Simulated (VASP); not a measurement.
A run of VASP 6.6.1:

POSCAR

```
CsH
1.0
    0.0000000000      3.2538439262      3.2538439262
    3.2538439262      0.0000000000      3.2538439262
    3.2538439262      3.2538439262      0.0000000000
Cs H
1 1
Direct
    0.0000000000      0.0000000000      0.0000000000
    0.5000000000      0.5000000000      0.5000000000
```

Contents of INCAR.step1:

```
ALGO     = Normal         # electronic algorithm
EDIFF    = 1E-4           # SCF threshold, eV
ENCUT    = 520            # plane-wave cutoff, eV
GGA      = PE             # functional
ISMEAR   = -1             # smearing method
LASPH    = True           # aspherical terms in the spheres
LCHARG   = False          # write CHGCAR
LREAL    = False          # projectors in reciprocal space
LWAVE    = True           # write WAVECAR
NBANDS   = 12             # bands
NELM     = 60             # most SCF steps
PREC     = Accurate       # precision mode
SIGMA    = 0.02           # smearing width, eV
```

Contents of INCAR.step2:

```
ALGO     = Normal         # electronic algorithm
EDIFF    = 1E-8           # SCF threshold, eV
ENCUT    = 520            # plane-wave cutoff, eV
ISIF     = 2              # what is computed and relaxed
ISMEAR   = -1             # smearing method
ISTART   = 1            
LASPH    = True           # aspherical terms in the spheres
LCHARG   = False          # write CHGCAR
LEFG     = True         
LMIXTAU  = True         
LREAL    = False          # projectors in reciprocal space
LWAVE    = False          # write WAVECAR
METAGGA  = R2SCAN         # meta-GGA
NBANDS   = 12             # bands
NELM     = 60             # most SCF steps
PREC     = Accurate       # precision mode
SIGMA    = 0.02           # smearing width, eV
```

Contents of KPOINTS:

```
k-points
0
Gamma
  7 7 7
```

Potentials or basis: VASP PAW PBE potentials, release 64 (Cs_sv, H).

Launch:

```bash
$ cat potpaw_PBE.64/Cs_sv/POTCAR potpaw_PBE.64/H/POTCAR > POTCAR
$ cp INCAR.step1 INCAR
$ mpirun -np 1 vasp_std > vasp.out
$ cp INCAR.step2 INCAR
$ mpirun -np 1 vasp_std > vasp.out
```

Hardware: 1 thread of Intel Xeon 8259CL (shared host).

Question: Estimate the wall time of this run.

Answer: Run time: 2.2 min on 1 thread of Intel Xeon 8259CL, with other jobs on the host, peak memory 0.22 GiB. Counts: k points 20.
